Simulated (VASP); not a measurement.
# TaN (Fm-3m) in VASP: a series of runs, part 2 of 2

VASP 6.6.1.

## 4. Single point, PBE

This run uses another cell than the first one, of 10.74 Å³/atom, 1.009 times its volume.

Contents of INCAR:

```
PREC = Accurate ; ENCUT = 520
EDIFF = 1E-7 ; ISMEAR = 0
SIGMA = 0.1 ; LREAL = F
LASPH = T ; NELM = 80
ALGO = Normal ; ISIF = 2
LWAVE = F ; LCHARG = T
GGA = PE ; LELF = T
LVHAR = T ; NBANDS = 15
```

Contents of KPOINTS:

```
Automatic mesh
0
Gamma
  16 16 16
```

Contents of POSCAR:

```
TaN
1.0
    0.0000000000      2.2063601035      2.2063601035
    2.2063601035      0.0000000000      2.2063601035
    2.2063601035      2.2063601035      0.0000000000
Ta N
1 1
Direct
    0.5000000000      0.5000000000      0.5000000000
    0.0000000000      0.0000000000      0.0000000000
```

Potentials or basis: VASP PAW PBE potentials, release 64 (Ta_pv, N).

Launch:

```sh
> cat potpaw_PBE.64/Ta_pv/POTCAR potpaw_PBE.64/N/POTCAR > POTCAR
> mpirun -np 1 vasp_std > vasp.out
```

OUTCAR:

```text
PREC = Accurate
   ENCUT = 520
   EDIFF = 1E-7
   ISMEAR = 0
   LREAL = F
   LASPH = T
   NELM = 80
   ISIF = 2
   GGA = PE

 ion  position               nearest neighbor table
   1  0.500  0.500  0.500-   2 2.21   2 2.21   2 2.21   2 2.21   2 2.21   2 2.21
   2  0.000  0.000  0.000-   1 2.21   1 2.21   1 2.21   1 2.21   1 2.21   1 2.21

  LATTYP: Found a face centered cubic cell.
 ALAT       =     4.4127202070

  Lattice vectors:

 A1 = (   0.0000000000,   2.2063601035,   2.2063601035)
 A2 = (   2.2063601035,   0.0000000000,   2.2063601035)
 A3 = (   2.2063601035,   2.2063601035,   0.0000000000)

Analysis of symmetry for initial positions (statically):
=====================================================================
 Subroutine PRICEL returns:
 Original cell was already a primitive cell.

 Routine SETGRP: Setting up the symmetry group for a
 face centered cubic supercell.

 Subroutine GETGRP returns: Found 48 space group operations
 (whereof 48 operations were pure point group operations)
 out of a pool of 48 trial point group operations.

The static configuration has the point symmetry O_h .

Analysis of symmetry for dynamics (positions and initial velocities):
=====================================================================
 Subroutine PRICEL returns:
 Original cell was already a primitive cell.

 Routine SETGRP: Setting up the symmetry group for a
 face centered cubic supercell.

 Subroutine GETGRP returns: Found 48 space group operations
 (whereof 48 operations were pure point group operations)
 out of a pool of 48 trial point group operations.

The dynamic configuration has the point symmetry O_h .

 Subroutine INISYM returns: Found 48 space group operations
 (whereof 48 operations are pure point group operations),
 and found     1 'primitive' translations

----------------------------------------------------------------------------------------

                                     Primitive cell

[... 114 lines left out ...]
   LORBIT       =      0    0 simple, 1 ext, 2 COOP (PROOUT), +10 PAW based schemes
   GGA     = PE    functional components
   LHFCALC =     F    Hartree Fock is set to
   AEXX    =    0.0000 exact exchange contribution
   IVDW    =     0    specifies the selected vdW correction
   LEPSILON=     F    determine dielectric tensor
   LRPA    =     F    only Hartree local field effects (RPA)
 non-spin polarized calculation
 Gauss-broadening in eV      SIGMA  =   0.10
  energy-cutoff  :      520.00
  volume of cell :       21.48
 maximum number of plane-waves:       604
   NGX = 11   NGY = 11   NGZ = 11

 number of electron      16.0000003 magnetization

 Free energy of the ion-electron system (eV)
  ---------------------------------------------------
  ext. energy  EPLUGINS =         0.00000000
  ---------------------------------------------------
  free energy    TOTEN  =       -21.82580090 eV

  energy without entropy =      -21.82003408  energy(sigma->0) =      -21.82291749

 E-fermi :   9.4237     XC(G=0): -13.3813

 val. band max:        9.4142343489   @ k =  -0.2500   0.3750   0.1250
 cond. band min:       9.4285715043   @ k =  -0.3125   0.3125   0.1250
 fundamental gap:      0.0143371555
 Fermi energy:         9.4236835905

 k-point     1 :       0.0000    0.0000    0.0000
  band No.  band energies     occupation
      1     -26.3656      2.00000
      2     -26.3656      2.00000
      3     -26.3656      2.00000
      4      -9.3485      2.00000
      5       5.6332      2.00000
      6       5.6332      2.00000
      7       5.6332      2.00000
      8       7.3535      2.00000
      9       7.3535      2.00000
     10       7.3535      2.00000
     11       9.4933      0.32520
     12       9.4933      0.32519
     13      10.8625      0.00000
     14      18.8328      0.00000
[... 401 lines left out ...]
      2     -26.3869      2.00000
      3     -26.3678      2.00000
      4      -9.1056      2.00000
      5       4.4339      2.00000
      6       4.7600      2.00000
      7       5.0977      2.00000
      8       7.5259      2.00000
      9       7.7371      2.00000
     10       8.0443      2.00000
     11       9.8963      0.00000
     12      10.7526      0.00000
     13      11.6822      0.00000
     14      19.5854      0.00000
     15      21.7713      0.00000

 [... further k-points ...]
[... 5 lines left out ...]
  --------------------------------------------------------------------------------------
  -------------------------------------------------------------------------------------
  Total        0.2433433      0.2433433      0.2433433      0.0000000      0.0000000      0.0000000
  in kB       18.1497573     18.1497573     18.1497573      0.0000000      0.0000000      0.0000000
  external PRESSURE =      18.1497573 kB  Pullay stress =       0.0000000 kB

 VOLUME and BASIS-vectors are now :
 -----------------------------------------------------------------------------
  energy-cutoff  :      520.00
  volume of cell :       21.48
      direct lattice vectors                 reciprocal lattice vectors
     0.000000000  2.206360103  2.206360103    -0.226617586  0.226617586  0.226617586
     2.206360103  0.000000000  2.206360103     0.226617586 -0.226617586  0.226617586
     2.206360103  2.206360103  0.000000000     0.226617586  0.226617586 -0.226617586

 POSITION                                       TOTAL-FORCE (eV/Angst)
 -----------------------------------------------------------------------------------
      2.20636      2.20636      2.20636         0.000000      0.000000      0.000000
      0.00000      0.00000      0.00000        -0.000000     -0.000000     -0.000000
 -----------------------------------------------------------------------------------
    total drift:                                0.000000     -0.000000     -0.000000

  FREE ENERGIE OF THE ION-ELECTRON SYSTEM (eV)
  ---------------------------------------------------
  free  energy   TOTEN  =       -21.8258009015 eV

  energy  without entropy=      -21.8200340845  energy(sigma->0) =      -21.82291749
```

stdout:

```text
POSCAR found type information on POSCAR TaN
 POSCAR found :  2 types and       2 ions
 scaLAPACK will be used
 LDA part: xc-table for (Slater+PW92), standard interpolation
 POSCAR, INCAR and KPOINTS ok, starting setup
 FFT: planning ... GRIDC
 FFT: planning ... GRID_SOFT
 FFT: planning ... GRID
 WAVECAR not read
 entering main loop
```

Run time: 31 s. Hardware: 1 thread of Intel Xeon 6975P-C (Granite Rapids), shared host; peak memory 0.17 GiB.

Results:

```yaml
Free_energy: -21.8258 eV
Pressure: 1.8 GPa
Band_gap_on_the_k_mesh: zero (band 8 reaches 11.30 eV, above the bottom of band 9 at 7.35 eV)
```

Caveat: spin-orbit coupling is left out, which moves the levels of the heavy elements.

## 5. Overview

| cell | gap on the mesh (eV) | pressure (GPa) |
| --- | --- | --- |
| a = 3.111 Å, angles 60.0°, 2 atoms | none | 4.9 |
| a = 3.127 Å, angles 60.0°, 2 atoms | none | -0.3 |
| a = 3.120 Å, angles 60.0°, 2 atoms | none | 1.8 |

Alike in all rows: task single point; level PBE; potentials or basis VASP PAW PBE potentials, release 64 (Ta_pv, N); no spin polarisation; k mesh 16 × 16 × 16; cutoff (eV) 520; smearing gaussian 0.1 eV.

Caveats: spin-orbit coupling is left out, which moves the levels of the heavy elements.

Total energies depend on the potentials used, so only differences within one code and one set of settings carry meaning.
